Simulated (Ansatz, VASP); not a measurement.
# One calculation of PbSe, two programs

Contents of POSCAR:

```
PbSe
1.0
    0.0000000000      3.1050000000      3.1050000000
    3.1050000000      0.0000000000      3.1050000000
    3.1050000000      3.1050000000      0.0000000000
Pb Se
1 1
Direct
    0.0000000000      0.0000000000      0.0000000000
    0.5000000000      0.5000000000      0.5000000000
```

File INCAR.step1:

```
PREC = Accurate
ENCUT = 520
ISMEAR = -1
SIGMA = 0.02
LREAL = F
LASPH = T
NELM = 80
NBANDS = 17
GGA = PE
ALGO = Normal
EDIFF = 1E-4
LWAVE = T
LCHARG = F
```

File INCAR.step2:

```
PREC = Accurate
ENCUT = 520
EDIFF = 1E-6
ISMEAR = -1
SIGMA = 0.02
LREAL = F
LASPH = T
NELM = 80
ALGO = Normal
ISIF = 2
LWAVE = F
LCHARG = F
METAGGA = R2SCAN
LMIXTAU = T
NBANDS = 17
ISTART = 1
```

The input KPOINTS:

```
Automatic mesh
0
Gamma
  6 6 6
```

Input for Ansatz:

```yaml
crystal:
  lattice:
    - [0, 3.105, 3.105]
    - [3.105, 0, 3.105]
    - [3.105, 3.105, 0]
  atoms:
    - { symbol: Pb, position: [0, 0, 0] }
    - { symbol: Se, position: [0.5, 0.5, 0.5] }
kpoints:
  mp_grid: { grid: [6, 6, 6] }
hamiltonian:
  xc: r2scan
  pseudopotentials:
    kind: all_electron
    relativity: scalar
    datasets: crystal
    dataset_attempts: all
    nuclear_model: point
scf:
  occupations: { method: fermi_dirac, width: 0.02 }
  convergence: { dr2_threshold: "1e-9 eV" }
  max_iter: 300
output:
  forces: true
  stress: true
  eigenvalues: true
```

Alike in both runs: task single point; functional r2SCAN; k mesh 6 × 6 × 6; occupations fermi-dirac, width 0.02 eV; no spin polarisation.

|  | VASP | Ansatz |
| --- | --- | --- |
| version | VASP 6.6.1 | Ansatz 0.2.0 development build |
| potentials or method | VASP PAW PBE potentials, release 64 (Pb_d, Se), cutoff 520 eV | plane waves, all-electron PAW datasets generated for the crystal |

|  | VASP | Ansatz | Ansatz less VASP |
| --- | --- | --- | --- |
| gap on the k mesh at the Fermi level (eV) | 0.72 | 0.72 | +0.003 |

VASP's potentials were made for PBE, not for r2SCAN. Ansatz ran all-electron here, and VASP with PAW potentials.

Spin-orbit coupling is off throughout.
